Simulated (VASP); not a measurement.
A run of VASP 6.6.1 is set up as follows.

The input INCAR:

```
ALGO = Normal
EDIFF = 1E-6
ENCUT = 520
GGA = PE
ISIF = 2
ISMEAR = 0
LASPH = True
LCHARG = False
LREAL = False
LWAVE = False
NBANDS = 15
NELM = 60
PREC = Accurate
SIGMA = 0.05
```

Contents of KPOINTS:

```
k-points
0
Gamma
  6 6 6
```

Contents of POSCAR:

```
KCl
1.0
    0.0000000000      3.0614170000      3.1561000000
    3.0614170000      0.0000000000      3.1561000000
    3.0614170000      3.0614170000      0.0000000000
K Cl
1 1
Direct
    0.0000000000      0.0000000000      0.0000000000
    0.5000000000      0.5000000000      0.5000000000
```

Potentials or basis: VASP PAW PBE potentials, release 64 (K_sv, Cl).

Run with:

```bash
$ cat potpaw_PBE.64/K_sv/POTCAR potpaw_PBE.64/Cl/POTCAR > POTCAR
$ mpirun -np 1 vasp_std > vasp.out
```

**Question.** Predict the band gap on the k mesh.

**Answer.** 5.36 eV, direct.

**Question.** What does it give for the pressure?

**Answer.** 2.0 GPa.

Stress tensor (GPa, compression positive):
```
2.50 0.00 0.00
0.00 2.50 0.00
0.00 0.00 1.05
```

Caveat: the cell differs from its parent crystal (strain -0.0300 x Voigt [1, 1, 0, 0, 0, 0]).
